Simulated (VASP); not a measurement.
# NaCl (Fm-3m) in VASP: notebook, part 2 of 2

VASP 6.6.1.

## 3. Single point, PBEsol (volume scaled by 0.94)

INCAR reads:

```
ALGO     = Normal         # electronic algorithm
EDIFF    = 1E-7           # SCF threshold, eV
ENCUT    = 520            # plane-wave cutoff, eV
GGA      = PS             # functional
ISIF     = 2              # what is computed and relaxed
ISMEAR   = 0              # smearing method
LASPH    = T              # aspherical terms in the spheres
LCHARG   = F              # write CHGCAR
LREAL    = F              # projectors in reciprocal space
LWAVE    = F              # write WAVECAR
NBANDS   = 14             # bands
NELM     = 60             # most SCF steps
PREC     = Accurate       # precision mode
SIGMA    = 0.02           # smearing width, eV
```

KPOINTS reads:

```
k-points
0
Gamma
  8 8 8
```

POSCAR reads:

```
NaCl
1.0
    0.0000000000      2.7437740914      2.7437740914
    2.7437740914      0.0000000000      2.7437740914
    2.7437740914      2.7437740914      0.0000000000
Na Cl
1 1
Direct
    0.0000000000      0.0000000000      0.0000000000
    0.5000000000      0.5000000000      0.5000000000
```

Potentials or basis: VASP PAW PBE potentials, release 64 (Na_pv, Cl).

Started as:

```sh
$ cat potpaw_PBE.64/Na_pv/POTCAR potpaw_PBE.64/Cl/POTCAR > POTCAR
$ mpirun -np 1 vasp_std > vasp.out
```

OUTCAR:

```text
EDIFF = 1E-7
   ENCUT = 520
   GGA = PS
   ISIF = 2
   ISMEAR = 0
   LASPH = T
   LREAL = F
   NELM = 60
   PREC = Accurate

 ion  position               nearest neighbor table
   1  0.000  0.000  0.000-
   2  0.500  0.500  0.500-

  LATTYP: Found a face centered cubic cell.
 ALAT       =     5.4875481828

  Lattice vectors:

 A1 = (   0.0000000000,   2.7437740914,   2.7437740914)
 A2 = (   2.7437740914,   0.0000000000,   2.7437740914)
 A3 = (   2.7437740914,   2.7437740914,   0.0000000000)

Analysis of symmetry for initial positions (statically):
=====================================================================
 Subroutine PRICEL returns:
 Original cell was already a primitive cell.

 Routine SETGRP: Setting up the symmetry group for a
 face centered cubic supercell.

 Subroutine GETGRP returns: Found 48 space group operations
 (whereof 48 operations were pure point group operations)
 out of a pool of 48 trial point group operations.

The static configuration has the point symmetry O_h .

Analysis of symmetry for dynamics (positions and initial velocities):
[... 167 lines left out ...]
 k-point     1 :       0.0000    0.0000    0.0000
  band No.  band energies     occupation
      1     -20.7942      2.00000
      2     -20.7942      2.00000
      3     -20.7942      2.00000
      4     -13.1318      2.00000
      5      -0.2833      2.00000
      6      -0.2833      2.00000
      7      -0.2833      2.00000
      8       4.9674      0.00000
      9      10.7833      0.00000
     10      10.7833      0.00000
     11      10.7833      0.00000
     12      13.1166      0.00000
     13      13.1166      0.00000
     14      14.6209      0.00000
[... 377 lines left out ...]
      1     -20.8303      2.00000
      2     -20.8062      2.00000
      3     -20.8005      2.00000
      4     -12.6513      2.00000
      5      -2.2103      2.00000
      6      -1.1880      2.00000
      7      -0.7739      2.00000
      8       8.0634      0.00000
      9       9.4784      0.00000
     10      10.1793      0.00000
     11      11.6355      0.00000
     12      14.3621      0.00000
     13      15.7739      0.00000
     14      16.8078      0.00000

 [... further k-points ...]
[... 5 lines left out ...]
  --------------------------------------------------------------------------------------
  -------------------------------------------------------------------------------------
  Total        0.4884648      0.4884648      0.4884648      0.0000000      0.0000000      0.0000000
  in kB       18.9438750     18.9438750     18.9438750      0.0000000      0.0000000      0.0000000
  external PRESSURE =      18.9438750 kB  Pullay stress =       0.0000000 kB

 VOLUME and BASIS-vectors are now :
 -----------------------------------------------------------------------------
  energy-cutoff  :      520.00
  volume of cell :       41.31
      direct lattice vectors                 reciprocal lattice vectors
     0.000000000  2.743774091  2.743774091    -0.182230746  0.182230746  0.182230746
     2.743774091  0.000000000  2.743774091     0.182230746 -0.182230746  0.182230746
     2.743774091  2.743774091  0.000000000     0.182230746  0.182230746 -0.182230746

 POSITION                                       TOTAL-FORCE (eV/Angst)
 -----------------------------------------------------------------------------------
      0.00000      0.00000      0.00000         0.000000      0.000000      0.000000
      2.74377      2.74377      2.74377         0.000000      0.000000      0.000000
 -----------------------------------------------------------------------------------
    total drift:                               -0.000000      0.000000      0.000000

  FREE ENERGIE OF THE ION-ELECTRON SYSTEM (eV)
  ---------------------------------------------------
  free  energy   TOTEN  =        -6.9826372674 eV

  energy  without entropy=       -6.9826372674  energy(sigma->0) =       -6.98263727
```

OSZICAR:

```text
N       E                     dE             d eps       ncg     rms          rms(c)
DAV:   1     0.100692263249E+03    0.10069E+03   -0.72140E+03   818   0.102E+03
DAV:   2     0.497720580162E+00   -0.10019E+03   -0.91999E+02   898   0.269E+02
DAV:   3    -0.702044677235E+01   -0.75182E+01   -0.74739E+01  1064   0.704E+01
DAV:   4    -0.713480930288E+01   -0.11436E+00   -0.11432E+00   938   0.920E+00
DAV:   5    -0.713727082140E+01   -0.24615E-02   -0.24614E-02  1048   0.141E+00    0.196E+00
DAV:   6    -0.699058356684E+01    0.14669E+00   -0.22900E-01  1018   0.356E+00    0.141E+00
DAV:   7    -0.697979592666E+01    0.10788E-01   -0.60916E-02  1118   0.168E+00    0.947E-01
DAV:   8    -0.698273198113E+01   -0.29361E-02   -0.69086E-03   920   0.782E-01    0.295E-01
DAV:   9    -0.698261550952E+01    0.11647E-03   -0.20201E-04  1034   0.112E-01    0.159E-01
DAV:  10    -0.698264315666E+01   -0.27647E-04   -0.19119E-04   974   0.101E-01    0.425E-02
DAV:  11    -0.698263756042E+01    0.55962E-05   -0.11869E-05  1022   0.302E-02    0.132E-02
DAV:  12    -0.698263716144E+01    0.39898E-06   -0.17266E-06   968   0.101E-02    0.155E-03
DAV:  13    -0.698263730992E+01   -0.14848E-06   -0.73721E-08   980   0.199E-03    0.516E-04
DAV:  14    -0.698263726744E+01    0.42476E-07   -0.32027E-09   532   0.387E-04
   1 F= -.69826373E+01 E0= -.69826373E+01  d E =-.212061E-34
```

stdout:

```text
POSCAR found type information on POSCAR NaCl
 POSCAR found :  2 types and       2 ions
 scaLAPACK will be used
 -----------------------------------------------------------------------------
|                                                                             |
|                                                                             |
|     You enforced a specific xc type in the INCAR file but a different       |
|     I HOPE YOU KNOW WHAT YOU ARE DOING!                                     |
|                                                                             |
 -----------------------------------------------------------------------------

 LDA part: xc-table for (Slater+PW92), standard interpolation
 POSCAR, INCAR and KPOINTS ok, starting setup
 FFT: planning ... GRIDC
 FFT: planning ... GRID_SOFT
 FFT: planning ... GRID
 WAVECAR not read
 entering main loop
```

Run time: 17 s. Hardware: 1 thread of Intel Xeon Platinum 8259CL at 2.50GHz (Skylake/Cascade Lake), shared host; peak memory 0.16 GiB.

What came out:

```
Free energy            : -6.9826 eV
Pressure               : 1.9 GPa
Band gap on the k mesh : 5.25 eV, direct
```

Caveat: the cell differs from its parent crystal (volume scaled by 0.94); the PAW data sets were made with another functional, which shifts forces and pressure a little.

## 4. Single point, PBEsol

This run uses another cell than the first one, of 21.97 Å³/atom, 1.136 times its volume.

INCAR reads:

```
SYSTEM = NaCl
  ALGO = Normal
  EDIFF = 1E-7
  ENCUT = 520
  GGA = PS
  ISIF = 2
  ISMEAR = 0
  LASPH = .TRUE.
  LCHARG = .FALSE.
  LREAL = .FALSE.
  LWAVE = .FALSE.
  NBANDS = 14
  NELM = 80
  PREC = Accurate
  SIGMA = 0.02
```

KPOINTS reads:

```
k-points
0
G
  8 8 8
  0 0 0
```

POSCAR reads:

```
NaCl
1.0
    0.0000000000      2.8009524298      2.8009524298
    2.8009524298      0.0000000000      2.8009524298
    2.8009524298      2.8009524298      0.0000000000
Na Cl
1 1
Direct
    0.0000000000      0.0000000000      0.0000000000
    0.5000000000      0.5000000000      0.5000000000
```

Started as:

```sh
$ cat potpaw_PBE.64/Na_pv/POTCAR potpaw_PBE.64/Cl/POTCAR > POTCAR
$ mpirun -np 1 vasp_std > vasp.out
```

It took 16 s on 1 thread of Intel Xeon Platinum 8259CL at 2.50GHz (Skylake/Cascade Lake), shared host; peak memory 0.16 GiB.

The run converged. Its results:

* Free energy: -6.9983 eV
* Pressure: 0.0 GPa
* Band gap on the k mesh: 5.01 eV, direct

Levels at points of the mesh, in eV from the valence-band top:
```tsv
k point	band 3	band 4	band 5	band 6	band 7	band 8	band 9	band 10	band 11	band 12
(0.00, 0.00, 0.00)	-20.61	-12.69	0.00	0.00	0.00	5.01	11.02	11.02	11.02	13.26
(0.50, 0.00, 0.00)	-20.62	-12.32	-2.03	-0.28	-0.28	7.11	10.66	10.91	10.91	14.96
(0.50, 0.50, 0.00)	-20.62	-12.27	-1.76	-0.63	-0.63	7.49	7.87	11.27	14.80	14.80
```

Caveat: the PAW data sets were made with another functional, which shifts forces and pressure a little.

## 5. Single point, PBEsol

This run uses another cell than the first one, of 21.97 Å³/atom, 1.136 times its volume.

INCAR reads:

```
PREC = Accurate
ENCUT = 520
EDIFF = 1E-6
ISMEAR = 0
SIGMA = 0.02
LREAL = False
LASPH = True
NELM = 100
ALGO = Normal
ISIF = 2
LWAVE = False
LCHARG = True
GGA = PS
LELF = True
LVHAR = True
NBANDS = 14
```

KPOINTS reads:

```
Automatic mesh
0
Gamma
  8 8 8
```

POSCAR is that of step 4.

Started as:

```sh
$ cat potpaw_PBE.64/Na_pv/POTCAR potpaw_PBE.64/Cl/POTCAR > POTCAR
$ mpirun -np 1 vasp_std > vasp.out
```

Wall time 14 s (1 thread of Intel Xeon Platinum 8259CL at 2.50GHz (Skylake/Cascade Lake), shared host); peak memory 0.16 GiB.

The run converged. Its results:

```yaml
Free_energy: -6.9983 eV
Pressure: 0.0 GPa
Band_gap_on_the_k_mesh: 5.01 eV, direct
```

Levels at points of the mesh, in eV from the valence-band top:
```csv
k point,band 5,band 6,band 7,band 8,band 9,band 10
"(0.00, 0.00, 0.00)",0.00,0.00,0.00,5.01,11.02,11.02
"(0.50, 0.00, 0.00)",-2.03,-0.28,-0.28,7.11,10.66,10.91
"(0.50, 0.50, 0.00)",-1.76,-0.63,-0.63,7.49,7.87,11.27
```

Caveat: the PAW data sets were made with another functional, which shifts forces and pressure a little.

## 6. Single point, PBEsol (volume scaled by 0.97)

INCAR reads:

```
PREC = Accurate
ENCUT = 520
EDIFF = 1E-7
ISMEAR = 0
SIGMA = 0.02
LREAL = F
LASPH = T
NELM = 80
ALGO = Normal
ISIF = 2
LWAVE = F
LCHARG = F
GGA = PS
NBANDS = 14
```

KPOINTS reads:

```
regular mesh
0
Gamma
  8 8 8
```

POSCAR reads:

```
NaCl
1.0
    0.0000000000      2.7726580466      2.7726580466
    2.7726580466      0.0000000000      2.7726580466
    2.7726580466      2.7726580466      0.0000000000
Na Cl
1 1
Direct
    0.0000000000      0.0000000000      0.0000000000
    0.5000000000      0.5000000000      0.5000000000
```

Potentials or basis: VASP PAW PBE potentials, release 64 (Na_pv, Cl).

Started as:

```sh
$ cat potpaw_PBE.64/Na_pv/POTCAR potpaw_PBE.64/Cl/POTCAR > POTCAR
$ mpirun -np 1 vasp_std > vasp.out
```

Run time: 16 s. Hardware: 1 thread of Intel Xeon Platinum 8259CL at 2.50GHz (Skylake/Cascade Lake), shared host; peak memory 0.16 GiB.

It converged, with:

| Item | Value |
| --- | --- |
| Free energy | -6.9943 eV |
| Pressure | 0.9 GPa |
| Band gap on the k mesh | 5.12 eV, direct |

Levels at points of the mesh, in eV from the valence-band top:
```
           k point  band 3  band 4  band 5  band 6  band 7  band 8  band 9  band 10  band 11  band 12
(0.00, 0.00, 0.00)  -20.56  -12.77    0.00    0.00    0.00    5.12   11.04    11.04    11.04    13.33
(0.50, 0.00, 0.00)  -20.56  -12.36   -2.13   -0.30   -0.30    7.16   10.91    10.98    10.98    15.16
(0.50, 0.50, 0.00)  -20.57  -12.31   -1.84   -0.66   -0.66    7.58    7.84    11.49    15.07    15.07
```

Caveat: the cell differs from its parent crystal (volume scaled by 0.97); the PAW data sets were made with another functional, which shifts forces and pressure a little.

## 7. The runs side by side

```tsv
cell	gap on the mesh (eV)	pressure (GPa)
a = 3.796 Å, angles 60.0°, 2 atoms	5.54	4.5
a = 3.880 Å, angles 60.0°, 2 atoms	5.25	1.9
a = 3.961 Å, angles 60.0°, 2 atoms	5.01	0.0
a = 3.921 Å, angles 60.0°, 2 atoms	5.12	0.9
```

Alike in all rows: task single point; level PBEsol; potentials or basis VASP PAW PBE potentials, release 64 (Na_pv, Cl); no spin polarisation; k mesh 8 × 8 × 8; cutoff (eV) 520; smearing gaussian 0.02 eV.

Caveats: the PAW data sets were made with another functional, which shifts forces and pressure a little.

Total energies depend on the potentials used, so only differences within one code and one set of settings carry meaning.
